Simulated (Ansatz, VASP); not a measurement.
## One calculation of Te2Mo, two programs

```
Te Mo
1.0
     6.27563    0.00000    0.00000
     0.00000    3.43336    0.00000
    -0.08458    0.00000   35.68697
Te Mo
4 2
Direct
  0.42925 0.75000 0.54070
  0.57075 0.25000 0.45930
  0.92085 0.25000 0.55653
  0.07915 0.75000 0.44347
  0.18135 0.25000 0.49747
  0.81865 0.75000 0.50253
```

Alike in both runs: task single point; functional BLYP; dispersion D3(BJ); k mesh 4 × 8 × 1; occupations fermi-dirac, width 0.05 eV; no spin polarisation.

```csv
,VASP,Ansatz
version,VASP 6.6.1,Ansatz 0.2.0
potentials or method,"VASP PAW PBE potentials, release 64 (Te, Mo_sv)",Ansatz PAW
plane-wave cutoff (eV),520,420
valence electrons in the cell,52,92
```

|  | VASP | Ansatz | Ansatz less VASP |
| --- | --- | --- | --- |
| gap on the k mesh at the Fermi level (eV) | none | none | - |
| rms of the force components (eV/Å) | 0.494 | 0.464 | -0.0299 |

VASP's potentials were made for PBE, not for BLYP. Atom by atom the forces differ by 0.030 eV/Å (rms over components). A gap of «none» marks a metal or a gap that the smearing closes. VASP's potentials hold 52 valence electrons a cell and Ansatz's 92, so a difference there can come from the potentials and not from the codes.

Neither program's run includes spin-orbit coupling.
